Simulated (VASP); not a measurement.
# BN in VASP: notebook, part 2 of 3

VASP 6.6.1.

**4. Relaxation of the atoms, PBE+D3(BJ) (strain along x -0.020)**

File INCAR:

```
SYSTEM = BN
PREC = Accurate
ENCUT = 520
EDIFF = 1E-6
ISMEAR = 0
SIGMA = 0.02
LREAL = .False.
LASPH = .True.
NELM = 60
ALGO = Normal
ISIF = 2
LWAVE = .False.
LCHARG = .False.
LDIPOL = .True.
IDIPOL = 3
DIPOL = 0.5 0.5 0.500
GGA = PE
IVDW = 12
IBRION = 2
NSW = 60
EDIFFG = -0.01
```

File KPOINTS:

```
Automatic mesh
0
Gamma
  12 12 1
  0 0 0
```

File POSCAR:

```
BN
1.0
    2.4585868245      0.0000000000      0.0000000000
   -1.2292934122      2.1726516810      0.0000000000
    0.0000000000      0.0000000000     26.0000000000
B N
1 1
Direct
    0.0000000000      0.0000000000      0.5000000000
    0.6666666667      0.3333333333      0.5000000000
```

Started as:

```
$ cat potpaw_PBE.64/B/POTCAR potpaw_PBE.64/N/POTCAR > POTCAR
$ mpirun -np 1 vasp_std > vasp.out
```

Run time: 64 s. Hardware: 1 thread of AMD EPYC 9R45 (Zen 5), shared host; peak memory 0.25 GiB.

The run converged. Its results:

| Item | Value |
| --- | --- |
| Free energy | -17.7332 eV |
| Energy gained by relaxing | 0.5 meV/atom |
| Ionic steps | 3 |
| Band gap on the k mesh | 4.66 eV, indirect (least direct gap 4.75 eV) |
| Dispersion energy per atom | -0.079 eV |

The path:
```csv
step,energy change (eV),largest force (eV/Å),pressure (GPa)
1,0.0000,0.2807,0.99
2,0.0085,0.9246,0.97
3,-0.0009,0.0009,0.98
```

Final structure:
```
CELL_PARAMETERS angstrom
2.45859 0.00000 0.00000
-1.22929 2.17265 0.00000
0.00000 0.00000 26.00000
ATOMIC_POSITIONS crystal
B 0.99925 0.99850 0.50000
N 0.66742 0.33483 0.50000
```

Levels at points of the mesh, in eV from the valence-band top:
| k point | band 1 | band 2 | band 3 | band 4 | band 5 | band 6 | band 7 | band 8 |
| --- | --- | --- | --- | --- | --- | --- | --- | --- |
| (0.00, 0.00, 0.00) | -17.82 | -5.38 | -1.44 | -1.18 | 4.66 | 5.55 | 5.83 | 6.30 |
| (0.50, 0.00, 0.00) | -14.61 | -8.96 | -4.29 | -0.88 | 4.90 | 9.82 | 12.66 | 13.09 |
| (0.00, 0.50, 0.00) | -14.76 | -9.05 | -3.93 | -1.03 | 4.76 | 10.34 | 12.44 | 12.93 |

Caveat: the cell differs from its parent crystal (strain along x -0.020).

**5. Relaxation of the atoms, PBE+D3(BJ) (strain along y -0.020)**

File INCAR:

```
PREC = Accurate
ENCUT = 520
EDIFF = 1E-6
ISMEAR = 0
SIGMA = 0.02
LREAL = False
LASPH = True
NELM = 80
ALGO = Normal
ISIF = 2
LWAVE = False
LCHARG = False
LDIPOL = True
IDIPOL = 3
DIPOL = 0.5 0.5 0.500
GGA = PE
IVDW = 12
IBRION = 2
NSW = 60
EDIFFG = -0.01
```

File KPOINTS:

```
regular mesh
0
Gamma
  12 12 1
```

File POSCAR:

```
BN
1.0
    2.5087620658      0.0000000000      0.0000000000
   -1.2543810329      2.1291986474      0.0000000000
    0.0000000000      0.0000000000     26.0000000000
B N
1 1
Direct
    0.0000000000      0.0000000000      0.5000000000
    0.6666666667      0.3333333333      0.5000000000
```

Potentials or basis: VASP PAW PBE potentials, release 64 (B, N).

Started as:

```
$ cat potpaw_PBE.64/B/POTCAR potpaw_PBE.64/N/POTCAR > POTCAR
$ mpirun -np 1 vasp_std > vasp.out
```

OUTCAR:

```text
PREC = Accurate
   ENCUT = 520
   EDIFF = 1E-6
   ISMEAR = 0
   LREAL = False
   LASPH = True
   NELM = 80
   ISIF = 2
   GGA = PE
   IVDW = 12
   IBRION = 2
   NSW = 60
   EDIFFG = -0.01
 IVDW          = 12

 ion  position               nearest neighbor table
   1  0.000  0.000  0.500-   2 1.42   2 1.44   2 1.44
   2  0.667  0.333  0.500-   1 1.42   1 1.44   1 1.44

  Warning from LATTYP: Monoclinic adjustment (A1->A3, A2->A1, A3->A2)!
  LATTYP: Found a base centered orthorhombic cell.
 ALAT       =     2.5087620658
 B/A-ratio  =     1.6974097914
 C/A-ratio  =    10.3636771117

  Lattice vectors:

 A1 = (   1.2543810329,  -2.1291986474,   0.0000000000)
 A2 = (   1.2543810329,   2.1291986474,   0.0000000000)
 A3 = (   0.0000000000,   0.0000000000,  26.0000000000)

Analysis of symmetry for initial positions (statically):
=====================================================================
 Subroutine PRICEL returns:
 Original cell was already a primitive cell.

 Routine SETGRP: Setting up the symmetry group for a
 base centered orthorhombic supercell.

 Subroutine GETGRP returns: Found  4 space group operations
 (whereof  4 operations were pure point group operations)
 out of a pool of  8 trial point group operations.

The static configuration has the point symmetry C_2v.

Analysis of symmetry for dynamics (positions and initial velocities):
=====================================================================
 Subroutine PRICEL returns:
 Original cell was already a primitive cell.

 Routine SETGRP: Setting up the symmetry group for a
 base centered orthorhombic supercell.

 Subroutine GETGRP returns: Found  4 space group operations
 (whereof  4 operations were pure point group operations)
 out of a pool of  8 trial point group operations.

The dynamic configuration has the point symmetry C_2v.

 Subroutine INISYM returns: Found  4 space group operations
 (whereof  4 operations are pure point group operations),
 and found     1 'primitive' translations

----------------------------------------------------------------------------------------

                                     Primitive cell

  volume of cell :     138.8830

  direct lattice vectors                    reciprocal lattice vectors
     2.508762066  0.000000000  0.000000000     0.398602966  0.234830132  0.000000000
    -1.254381033  2.129198647  0.000000000     0.000000000  0.469660265  0.000000000
     0.000000000  0.000000000 26.000000000     0.000000000  0.000000000  0.038461538

  length of vectors
     2.508762066  2.471226144 26.000000000     0.462633241  0.469660265  0.038461538

  position of ions in fractional coordinates (direct lattice)
     0.000000000  0.000000000  0.500000000
     0.666666667  0.333333333  0.500000000

  ion indices of the primitive-cell ions
   primitive index   ion index
                 1           1
                 2           2

----------------------------------------------------------------------------------------

 KPOINTS: regular mesh

Automatic generation of k-mesh.
 Grid dimensions read from file:
 generate k-points for:   12   12    1

 Generating k-lattice:

  Cartesian coordinates                     Fractional coordinates (reciprocal lattice)
[... 49 lines left out ...]
   NGXF,Y,Z  is equivalent  to a cutoff of  26.51, 24.22, 25.06 a.u.
 SYSTEM =  unknown system
   PREC   = accura    normal or accurate (medium, high low for compatibility)
   ISTART =      0    job   : 0-new  1-cont  2-samecut
   ICHARG =      2    charge: 1-file 2-atom 10-const
   ISPIN  =      1    spin polarized calculation?
   LNONCOLLINEAR =      F non collinear calculations
   LSORBIT =      F    spin-orbit coupling
   LASPH  =      T    aspherical Exc in radial PAW
   ENCUT  =  520.0 eV  38.22 Ry    6.18 a.u.   4.66  4.59 48.34*2*pi/ulx,y,z
   NELM   =     80;   NELMIN=  2; NELMDL= -5     # of ELM steps
   EDIFF  = 0.1E-05   stopping-criterion for ELM
   LREAL  =      F    real-space projection
   EDIFFG = -.1E-01   stopping-criterion for IOM
   NSW    =     60    number of steps for IOM
   IBRION =      2    ionic relax: 0-MD 1-quasi-New 2-CG
   NFREE  =      1    steps in history (QN), initial steepest desc. (CG)
   ISIF   =      2    stress and relaxation
   ISYM   =      2    0-nonsym 1-usesym 2-fastsym
   POTIM  = 0.5000    time-step for ionic-motion
   TEBEG  =    0.0;   TEEND  =   0.0 temperature during run
   PSTRESS=    0.0 pullay stress
   NELECT =       8.0000    total number of electrons
   NUPDOWN=      -1.0000    fix difference up-down
   EMIN   =  10.00;   EMAX   =-10.00  energy-range for DOS
   EFERMI =   0.00;   METHOD = LEGACY
   ISMEAR =     0;   SIGMA  =   0.02  broadening in eV -4-tet -1-fermi 0-gaus
   EFERMI_NEDOS =   21; number of points for ismear=-14 and -15
   IALGO  =     38    algorithm
   IMIX   =      4    mixing-type and parameters
     AMIX     =   0.40;   BMIX     =  1.00
     AMIX_MAG =   1.60;   BMIX_MAG =  1.00
  volume/ion in A,a.u.               =      69.44       468.61
  Fermi-wavevector in a.u.,A,eV,Ry     =   0.632249  1.194778  5.438785  0.399739
  Thomas-Fermi vector in A             =   1.695501
   LORBIT       =      0    0 simple, 1 ext, 2 COOP (PROOUT), +10 PAW based schemes
   GGA     = PE    functional components
   LHFCALC =     F    Hartree Fock is set to
   AEXX    =    0.0000 exact exchange contribution
   IVDW    =    12    specifies the selected vdW correction
   LEPSILON=     F    determine dielectric tensor
   LRPA    =     F    only Hartree local field effects (RPA)
 conjugate gradient relaxation of ions
 non-spin polarized calculation
 Gauss-broadening in eV      SIGMA  =   0.02
  energy-cutoff  :      520.00
  volume of cell :      138.88
 maximum number of plane-waves:      3782
   NGX =  9   NGY =  9   NGZ = 97

--------------------------------------- Ionic step        1  -------------------------------------------

 number of electron       7.9999999 magnetization

 Free energy of the ion-electron system (eV)
  ---------------------------------------------------
  ext. energy  EPLUGINS =         0.00000000
  ---------------------------------------------------
  free energy    TOTEN  =       -17.57488014 eV

  energy without entropy =      -17.57488014  energy(sigma->0) =      -17.57488014

------------------------ aborting loop because EDIFF is reached ----------------------------------------

 Edisp (eV)   -0.15735

 E8    (eV) :    -0.0505
[... 31 lines left out ...]
--------------------------------------- Ionic step        2  -------------------------------------------

 number of electron       7.9999999 magnetization

 dipolmoment           0.000000      0.000000     -0.000000 electrons x Angstroem

------------------------ aborting loop because EDIFF is reached ----------------------------------------

 Edisp (eV)   -0.15735

 E8    (eV) :    -0.0505
[... 31 lines left out ...]
--------------------------------------- Ionic step        3  -------------------------------------------

 number of electron       7.9999999 magnetization

 dipolmoment           0.000000      0.000000      0.000000 electrons x Angstroem

 Free energy of the ion-electron system (eV)
  ---------------------------------------------------
  ext. energy  EPLUGINS =         0.00000000
  ---------------------------------------------------
  free energy    TOTEN  =       -17.57591346 eV

  energy without entropy =      -17.57591346  energy(sigma->0) =      -17.57591346

 E-fermi :  -4.5525     XC(G=0):  -1.6303

 val. band max:       -4.7257934464   @ k =   0.3333   0.3333   0.0000
 cond. band min:      -0.0695276856   @ k =   0.0000   0.0000   0.0000
 fundamental gap:      4.6562657608
 Fermi energy:        -4.5525041316

 k-point     1 :       0.0000    0.0000    0.0000
  band No.  band energies     occupation
      1     -22.5450      2.00000
      2     -10.1040      2.00000
      3      -6.1594      2.00000
      4      -5.9130      2.00000
      5      -0.0695      0.00000
      6       0.8162      0.00000
      7       1.1087      0.00000
      8       1.5728      0.00000
[... 243 lines left out ...]
 k-point    24 :       0.4167    0.1667    0.0000
  band No.  band energies     occupation
      1     -19.1708      2.00000
      2     -13.4276      2.00000
      3     -10.1662      2.00000
      4      -5.3215      2.00000
      5       0.1503      0.00000
      6       7.2099      0.00000
      7       8.3871      0.00000
      8       8.4975      0.00000

 [... further k-points ...]

------------------------ aborting loop because EDIFF is reached ----------------------------------------

 vacuum level on the upper side and lower side of the slab       (xc-potential included)        -0.046        -0.046

 Edisp (eV)   -0.15735

 E8    (eV) :    -0.0505

  FORCE on cell =-STRESS in cart. coord.  units (eV):
  Direction    XX          YY          ZZ          XY          YZ          ZX
  --------------------------------------------------------------------------------------
  -------------------------------------------------------------------------------------
  Total       0.50128     2.05432    -0.01984     0.00000     0.00000     0.00000
  in kB       5.78281    23.69904    -0.22883     0.00000     0.00000     0.00000
  external pressure =        9.75 kB  Pullay stress =        0.00 kB
[... 17 lines left out ...]
  FREE ENERGIE OF THE ION-ELECTRON SYSTEM (eV)
  ---------------------------------------------------
  free  energy   TOTEN  =       -17.7332650653 eV

  energy  without entropy=      -17.7332650653  energy(sigma->0) =      -17.73326507

 reached required accuracy - stopping structural energy minimisation

 vacuum level on the upper side and lower side of the slab         1.003         1.003
```

Run time: 69 s. Hardware: 1 thread of AMD EPYC 9R45 (Zen 5), shared host; peak memory 0.25 GiB.

Results:

| Property | Result |
| --- | --- |
| Free energy | -17.7333 eV |
| Energy gained by relaxing | 0.5 meV/atom |
| Ionic steps | 3 |
| Band gap on the k mesh | 4.66 eV, indirect (least direct gap 4.75 eV) |
| Dispersion energy per atom | -0.079 eV |

The path:
| step | energy change (eV) | largest force (eV/Å) | pressure (GPa) |
| --- | --- | --- | --- |
| 1 | 0.0000 | 0.3067 | 0.99 |
| 2 | 0.0104 | 0.9877 | 0.98 |
| 3 | -0.0010 | 0.0006 | 0.98 |

Final structure:
```xyz
2
Lattice="2.5088 0.0000 0.0000 -1.2544 2.1292 0.0000 0.0000 0.0000 26.0000" Properties=species:S:1:pos:R:3 pbc="T T T"
B     0.0000    0.0034   13.0000
N     1.2544    0.7064   13.0000
```

Levels at points of the mesh, in eV from the valence-band top:
```csv
k point,band 1,band 2,band 3,band 4,band 5,band 6,band 7,band 8
"(0.00, 0.00, 0.00)",-17.82,-5.38,-1.43,-1.19,4.66,5.54,5.83,6.30
"(0.50, 0.00, 0.00)",-14.71,-9.02,-4.05,-0.98,4.80,10.17,12.51,12.98
"(0.00, 0.50, 0.00)",-14.56,-8.92,-4.41,-0.83,4.94,9.63,12.73,13.15
```

Caveat: the cell differs from its parent crystal (strain along y -0.020).

(Part 2 of 3 ends here.)
